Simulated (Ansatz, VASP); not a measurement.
**One calculation of Ta4N, two programs**

The input INCAR:

```
ALGO = Normal ; EDIFF = 1E-7
ENCUT = 520 ; GGA = PE
ISIF = 2 ; ISMEAR = 0
ISPIN = 2 ; LASPH = T
LCHARG = T ; LELF = T
LMAXMIX = 4 ; LORBIT = 11
LREAL = F ; LVHAR = T
LWAVE = F ; MAGMOM = 1 1 1 1 0
NBANDS = 36 ; NELM = 150
PREC = Accurate ; SIGMA = 0.1
```

The input KPOINTS:

```
k-points
0
Gamma
  4 4 4
```

File POSCAR:

```
Ta4N
1.0
    4.2906923000      0.0000000000      0.0000000000
    0.0000000000      4.2906923000      0.0000000000
    0.0000000000      0.0000000000      4.2906923000
Ta N
4 1
Direct
    0.0000000000      0.0000000000      0.0000000000
    0.5000000000      0.5000000000      0.0000000000
    0.5000000000      0.0000000000      0.5000000000
    0.0000000000      0.5000000000      0.5000000000
    0.5000000000      0.5000000000      0.5000000000
```

Input for Ansatz:

```yaml
crystal:
  lattice:
    - [4.2906923, 0.0, 0.0]
    - [0.0, 4.2906923, 0.0]
    - [0.0, 0.0, 4.2906923]
  atoms:
    - { symbol: Ta, position: [0.0, 0.0, 0.0], spin: 1.0 }
    - { symbol: Ta, position: [0.5, 0.5, 0.0], spin: 1.0 }
    - { symbol: Ta, position: [0.5, 0.0, 0.5], spin: 1.0 }
    - { symbol: Ta, position: [0.0, 0.5, 0.5], spin: 1.0 }
    - { symbol: "N", position: [0.5, 0.5, 0.5] }
basis:
  ecutwfc: 420
kpoints:
  mp_grid: { grid: [4, 4, 4] }
hamiltonian:
  xc: pbe
scf:
  occupations: { method: gaussian, width: 0.1 }
  lower_state_search: "off"
output:
  forces: true
  stress: true
  eigenvalues: true
  populations: true
magnetization:
  spin_polarized: true
```

Change from the starting cell: species swapped into the Mn4N type (Pm-3m, No. 221).

Alike in both runs: task single point; functional PBE; k mesh 4 × 4 × 4; occupations gaussian, width 0.1 eV; collinear spin.

|  | VASP | Ansatz |
| --- | --- | --- |
| version | VASP 6.6.1 | Ansatz 0.2.0 |
| potentials or method | VASP PAW PBE potentials, release 64 (Ta_pv, N), cutoff 520 eV | scalar-relativistic, plane waves, PAW |
| valence electrons in the cell | 49 | 57 |

```csv
,VASP,Ansatz,Ansatz less VASP
gap on the k mesh at the Fermi level (eV),none,none,-
pressure (GPa),0.3,0.1,-0.22
net moment per atom (μB),0.00,0.00,0.000
```

A gap of «none» marks a metal or a gap that the smearing closes. VASP's potentials hold 49 valence electrons a cell and Ansatz's 57, so a difference there can come from the potentials and not from the codes. Ansatz's warnings: seeded moment not kept.

The k mesh is coarse, so the values compare programs but aren't converged. Neither program's run includes spin-orbit coupling.
